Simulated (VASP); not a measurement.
A run of VASP 6.6.1:

Contents of POSCAR:

```
Cu
1.0
    2.3786725526      0.0000000000      0.0000000000
   -1.1893362763      2.0599908579      0.0000000000
    0.0000000000      0.0000000000      3.8820642268
Cu
2
Direct
    0.3333333333      0.6666666667      0.2500000000
    0.6666666667      0.3333333333      0.7500000000
```

Contents of INCAR.step1:

```
SYSTEM = Cu
PREC = Accurate ; ENCUT = 520
ISMEAR = 0 ; SIGMA = 0.1
LREAL = .False. ; LASPH = .True.
NELM = 60 ; NBANDS = 18
GGA = PE ; ALGO = Normal
EDIFF = 1E-4 ; LWAVE = .True.
LCHARG = .False.
```

File INCAR.step2:

```
SYSTEM = Cu
PREC = Accurate ; ENCUT = 520
EDIFF = 1E-6 ; ISMEAR = 0
SIGMA = 0.1 ; LREAL = .False.
LASPH = .True. ; NELM = 60
ALGO = Normal ; ISIF = 2
LWAVE = .False. ; LCHARG = .False.
METAGGA = R2SCAN ; LMIXTAU = .True.
NBANDS = 18 ; ISTART = 1
```

The input KPOINTS:

```
regular mesh
0
Gamma
  24 24 12
  0 0 0
```

Potentials or basis: VASP PAW PBE potentials, release 64 (Cu).

Launch:

```bash
$ cat potpaw_PBE.64/Cu/POTCAR > POTCAR
$ cp INCAR.step1 INCAR
$ mpirun -np 1 vasp_std > vasp.out
$ cp INCAR.step2 INCAR
$ mpirun -np 1 vasp_std > vasp.out
```

Hardware: 1 thread of AMD EPYC 7R43 64-Core Processor (Zen 3), on a shared host.

Task: How long does it take, and how much memory?

Result: It took 11 min on 1 thread of AMD EPYC 7R43 64-Core Processor (Zen 3) (shared host), peak memory 0.19 GiB. Counts: k points 427.
